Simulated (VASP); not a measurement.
## I: single point with PBEsol

The system is I.

```
CELL_PARAMETERS angstrom
-1.64819 1.64819 4.60173
1.64819 -1.64819 4.60173
1.64819 1.64819 -4.60173
ATOMIC_POSITIONS crystal
I 0.00000 0.00000 0.00000
```

This cell differs from its parent crystal: strained.

```
Program                : VASP 6.6.1
Task                   : single point
Functional             : PBEsol
Potentials or basis    : VASP PAW PBE potentials, release 64 (I)
Cutoff                 : 520 eV
k mesh                 : 18 × 18 × 18
Occupations            : gaussian, width 0.1 eV
Spin                   : no spin polarisation
Dipole correction      : no
Further INCAR settings : ALGO = Normal; EDIFF = 1e-06; NBANDS = 10
```

```json
{
  "Pressure": "-2.2 GPa"
}
```

Stress tensor (GPa, compression positive):
```
-3.13  0.00  0.00
 0.00 -3.13  0.00
 0.00  0.00 -0.33
```

Levels at points of the mesh, in eV from the Fermi level:
```tsv
k point	band 2	band 3	band 4	band 5	band 6	band 7
(0.00, 0.00, 0.00)	-2.16	0.85	0.85	4.28	7.47	7.80
(0.50, 0.00, 0.00)	-4.61	-1.43	1.68	5.21	9.34	9.41
(0.50, 0.50, 0.00)	-3.54	-3.45	-0.37	4.31	6.92	8.96
(0.50, 0.50, 0.50)	-3.08	0.79	0.79	7.28	7.41	8.36
```

Wall time 4.8 min on 1 thread of Intel(R) Xeon(R) Platinum 8259CL CPU @ 2.50GHz (Skylake/Cascade Lake), on a shared host, peak memory 0.4 GiB.

Caveat: the cell differs from its parent crystal (strained); the PAW data sets were made with another functional, which shifts forces and pressure a little; spin-orbit coupling is left out, which moves the levels of the heavy elements; an odd number of electrons without spin polarisation forces a metal; a magnetic or distorted state may lie lower.
